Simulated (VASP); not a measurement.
Set up this calculation in VASP 6.6.1, as the native input.

* Task: single point
* Functional: PBEsol
* Potentials or basis: VASP PAW PBE potentials, release 64 (Sn_d)
* Cutoff: 520 eV
* k mesh: 8 × 8 × 11
* Occupations: fermi-dirac, width 0.1 eV
* Spin: no spin polarisation
* Dipole correction: no
* Further INCAR settings: ALGO = Normal; EDIFF = 1e-07; NBANDS = 28

The structure of Sn lies in POSCAR:

```
Sn
1.0
    5.3101979245      0.0000000000      0.0000000000
   -2.6550989623      4.5987663018      0.0000000000
    0.0000000000      0.0000000000      3.2349435723
Sn
3
Direct
    0.0000000000      1.0000000000      0.0000000000
    0.3333333333      0.6666666667      0.5000000000
    0.6666666667      0.3333333333      0.5000000000
```

One way to write it, as run:

INCAR

```
SYSTEM = Sn
ALGO = Normal
EDIFF = 1E-7
ENCUT = 520
GGA = PS
ISIF = 2
ISMEAR = -1
LASPH = .TRUE.
LCHARG = .FALSE.
LREAL = .FALSE.
LWAVE = .FALSE.
NBANDS = 28
NELM = 80
PREC = Accurate
SIGMA = 0.1
```

KPOINTS

```
k-points
0
G
  8 8 11
  0 0 0
```

Potentials or basis: VASP PAW PBE potentials, release 64 (Sn_d).

The run is started by

```console
$ cat potpaw_PBE.64/Sn_d/POTCAR > POTCAR
$ mpirun -np 1 vasp_std > vasp.out
```

It gave:

```
Pressure               : 0.4 GPa
Band gap on the k mesh : zero (band 21 reaches 9.93 eV, above the bottom of band 22 at 5.77 eV)
```

Caveat: the PAW data sets were made with another functional, which shifts forces and pressure a little; spin-orbit coupling is left out, which moves the levels of the heavy elements.

It took 91 s on 1 thread of Intel Xeon 6975P-C (shared host), peak memory 0.24 GiB.
